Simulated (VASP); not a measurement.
A run of VASP 6.6.1 is set up as follows.

INCAR

```
SYSTEM = Si2Sb2Se
PREC = Accurate
ENCUT = 520
EDIFF = 1E-6
ISMEAR = 0
SIGMA = 0.1
LREAL = .False.
LASPH = .True.
NELM = 100
ALGO = Normal
ISIF = 2
LWAVE = .False.
LCHARG = .False.
GGA = PE
NBANDS = 20
```

Contents of KPOINTS:

```
Automatic mesh
0
Gamma
  6 6 4
  0 0 0
```

Contents of POSCAR:

```
Si2Sb2Se
1.0
    4.9893135246      0.0000000000      0.0000000000
   -2.4946567623      4.3208722597      0.0000000000
    0.0000000000      0.0000000000      5.6331588542
Si Sb Se
2 2 1
Direct
    0.3333333333      0.6666666667      0.0000000000
    0.6666666667      0.3333333333      0.0000000000
    0.3333333333      0.6666666667      0.5000000000
    0.6666666667      0.3333333333      0.5000000000
    0.0000000000      0.0000000000      0.0000000000
```

Potentials or basis: VASP PAW PBE potentials, release 64 (Si, Sb, Se).

Command:

```sh
$ cat potpaw_PBE.64/Si/POTCAR potpaw_PBE.64/Sb/POTCAR potpaw_PBE.64/Se/POTCAR > POTCAR
$ mpirun -np 1 vasp_std > vasp.out
```

Task: What does it give for the band gap on the k mesh?

Result: Zero (band 12 reaches 6.82 eV, above the bottom of band 13 at 5.32 eV).

Task: Estimate the pressure.

Result: 0.1 GPa.

Stress tensor (GPa, compression positive):
```
-0.06  0.00  0.00
 0.00 -0.06  0.00
 0.00  0.00  0.38
```

Caveat: spin-orbit coupling is left out, which moves the levels of the heavy elements.
